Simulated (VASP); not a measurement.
Wanted: the native input for a VASP 6.6.1 run.

| Item | Value |
| --- | --- |
| Task | single point |
| Functional | PBEsol |
| Potentials or basis | VASP PAW PBE potentials, release 64 (Al, N) |
| Cutoff | 520 eV |
| k mesh | 8 × 8 × 8 |
| Occupations | fermi-dirac, width 0.03 eV |
| Spin | no spin polarisation |
| Dipole correction | no |
| Further INCAR settings | ALGO = Normal; EDIFF = 1e-06; NBANDS = 11 |

The structure of AlN lies in POSCAR:

```
AlN
1.0
    0.0000000000      2.1887569988      2.1887569988
    2.1887569988      0.0000000000      2.1887569988
    2.1887569988      2.1887569988      0.0000000000
Al N
1 1
Direct
    0.0000000000      0.0000000000      0.0000000000
    0.2500000000      0.2500000000      0.2500000000
```

The input as run:

INCAR

```
SYSTEM = AlN
  PREC = Accurate
  ENCUT = 520
  EDIFF = 1E-6
  ISMEAR = -1
  SIGMA = 0.03
  LREAL = .False.
  LASPH = .True.
  NELM = 80
  ALGO = Normal
  ISIF = 2
  LWAVE = .False.
  LCHARG = .False.
  GGA = PS
  NBANDS = 11
```

KPOINTS

```
regular mesh
0
Gamma
  8 8 8
  0 0 0
```

Potentials or basis: VASP PAW PBE potentials, release 64 (Al, N).

Command:

```bash
$ cat potpaw_PBE.64/Al/POTCAR potpaw_PBE.64/N/POTCAR > POTCAR
$ mpirun -np 1 vasp_std > vasp.out
```

Results of the run:

```json
{
 "Pressure": "0.0 GPa",
 "Band gap on the k mesh": "3.18 eV, indirect (least direct gap 4.08 eV)"
}
```

Caveat: the PAW data sets were made with another functional, which shifts forces and pressure a little.

Run time: 2.4 s on 1 thread of Intel(R) Xeon(R) 6975P-C (Granite Rapids) (shared host), peak memory 0.13 GiB.
